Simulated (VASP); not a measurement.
Here is a VASP 6.6.1 calculation.

POSCAR

```
H5ClO2
1.0
    3.9244822036      0.0000000000      0.0000000000
    0.0000000000     11.9843048800      0.0000000000
   -1.2699805037      0.0000000000      6.5916533309
H Cl O
20 4 8
Direct
    0.2260846600      0.6022843000      0.9066360400
    0.7739153400      0.1022843000      0.5933639600
    0.7739153400      0.3977157000      0.0933639600
    0.2260846600      0.8977157000      0.4066360400
    0.2179284100      0.4810123400      0.8072908100
    0.7820715900      0.9810123400      0.6927091900
    0.7820715900      0.5189876600      0.1927091900
    0.2179284100      0.0189876600      0.3072908100
    0.7093332500      0.6935539600      0.5691990000
    0.2906667500      0.1935539600      0.9308010000
    0.2906667500      0.3064460400      0.4308010000
    0.7093332500      0.8064460400      0.0691990000
    0.4336477500      0.9026756000      0.1534052600
    0.5663522500      0.4026756000      0.3465947400
    0.5663522500      0.0973244000      0.8465947400
    0.4336477500      0.5973244000      0.6534052600
    0.3801928300      0.8517784200      0.9054185100
    0.6198071700      0.3517784200      0.5945814900
    0.6198071700      0.1482215800      0.0945814900
    0.3801928300      0.6482215800      0.4054185100
    0.0249961500      0.8269215500      0.6528349900
    0.9750038500      0.3269215500      0.8471650100
    0.9750038500      0.1730784500      0.3471650100
    0.0249961500      0.6730784500      0.1528349900
    0.3106757600      0.5569795800      0.8043359800
    0.6893242400      0.0569795800      0.6956640200
    0.6893242400      0.4430204200      0.1956640200
    0.3106757600      0.9430204200      0.3043359800
    0.5580441200      0.6275571500      0.5270770500
    0.4419558800      0.1275571500      0.9729229500
    0.4419558800      0.3724428500      0.4729229500
    0.5580441200      0.8724428500      0.0270770500
```

Contents of INCAR.step1:

```
PREC = Accurate
ENCUT = 520
ISMEAR = -1
SIGMA = 0.02
LREAL = Auto
LASPH = T
NELM = 100
NBANDS = 70
GGA = PE
ALGO = Normal
EDIFF = 1E-4
LWAVE = T
LCHARG = F
```

INCAR.step2

```
PREC = Accurate
ENCUT = 520
EDIFF = 1E-8
ISMEAR = -1
SIGMA = 0.02
LREAL = Auto
LASPH = T
NELM = 100
ALGO = Normal
ISIF = 2
LWAVE = F
LCHARG = F
METAGGA = R2SCAN
LMIXTAU = T
LEFG = T
NBANDS = 70
ISTART = 1
```

The input KPOINTS:

```
regular mesh
0
Gamma
  6 2 4
```

Potentials or basis: VASP PAW PBE potentials, release 64 (H, Cl, O).

Launch:

```bash
$ cat potpaw_PBE.64/H/POTCAR potpaw_PBE.64/Cl/POTCAR potpaw_PBE.64/O/POTCAR > POTCAR
$ cp INCAR.step1 INCAR
$ mpirun -np 1 vasp_std > vasp.out
$ cp INCAR.step2 INCAR
$ mpirun -np 1 vasp_std > vasp.out
```

(1) What does it give for the largest force?

(2) Predict the band gap on the k mesh.

(3) Estimate the pressure.

Results:

(1) 0.020 eV/Å.

(2) 5.91 eV, direct.

(3) -0.1 GPa.

Caveat: without QUAD_EFG the Cq values of the log hold for a quadrupole moment of 1 mb, not for the nuclei; the PAW data sets were made with another functional, which shifts forces and pressure a little.
